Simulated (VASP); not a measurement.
C: single point with PBEsol

The system is C.

```xyz
1
Lattice="2.0012 0.0000 0.0000 -1.0006 1.7331 0.0000 0.0000 0.0000 1.5788" Properties=species:S:1:pos:R:3 pbc="T T T"
C     0.0000    0.0000    0.0000
```

| Item | Value |
| --- | --- |
| Program | VASP 6.6.1 |
| Task | single point |
| Functional | PBEsol |
| Potentials or basis | VASP PAW PBE potentials, release 64 (C) |
| Cutoff | 520 eV |
| k mesh | 33 × 33 × 34 |
| Occupations | gaussian, width 0.1 eV |
| Spin | no spin polarisation |
| Dipole correction | no |
| Further INCAR settings | ALGO = Normal; EDIFF = 1e-06; NBANDS = 8 |

- Pressure: 0.7 GPa
- Band gap on the k mesh: zero (band 2 reaches 19.47 eV, above the bottom of band 3 at 2.93 eV)

Stress tensor (GPa, compression positive):
```
0.47 0.00 0.00
0.00 0.47 0.00
0.00 0.00 1.22
```

Levels at points of the mesh, in eV from the Fermi level:
| k point | band 1 | band 2 | band 3 | band 4 | band 5 | band 6 | band 7 |
| --- | --- | --- | --- | --- | --- | --- | --- |
| (0.00, 0.00, 0.00) | -22.44 | 7.09 | 7.09 | 16.79 | 26.54 | 29.74 | 29.74 |
| (0.00, 0.00, 0.50) | -12.12 | -8.74 | 12.64 | 12.64 | 28.59 | 39.77 | 39.77 |

Wall time 50 s on 1 thread of AMD EPYC 7R43 64-Core Processor (Zen 3), with other jobs on the host, peak memory 0.14 GiB.

Caveat: the PAW data sets were made with another functional, which shifts forces and pressure a little.
